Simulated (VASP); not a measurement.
Crystal: CoPd3.

```
CELL_PARAMETERS angstrom
3.85038 0.00000 0.00000
0.00000 3.85038 0.00000
0.00000 0.00000 3.85038
ATOMIC_POSITIONS crystal
Co 0.00000 0.00000 0.00000
Pd 0.00000 0.50000 0.50000
Pd 0.50000 0.00000 0.50000
Pd 0.50000 0.50000 0.00000
```

Base run:

| Property | Result |
| --- | --- |
| Program | VASP 6.6.1 |
| Functional | r2SCAN |
| Potentials or basis | VASP PAW PBE potentials, release 64 (Co, Pd) |
| Cutoff | 520 eV |
| k mesh | 5 × 5 × 5 |
| Occupations | fermi-dirac, width 0.15 eV |
| Spin | collinear spin, ferromagnetic start |
| Starting moments | [3.2, 0.0, 0.0, 0.0] μB |

Its results: pressure -1.5 GPa; net moment 3.29 μB per cell; site moments Co +2.29; Pd +0.35 μB.

Question: The run is repeated on the same cell with these changes: k mesh from 5 × 5 × 5 to 3 × 3 × 3. What comes out?

Answer: Pressure -2.2 GPa; net moment 3.16 μB per cell; site moments Co +2.28; Pd +0.31 μB.

Caveats: some runs use coarse meshes; the PAW data sets were made with another functional, which shifts forces and pressure a little.
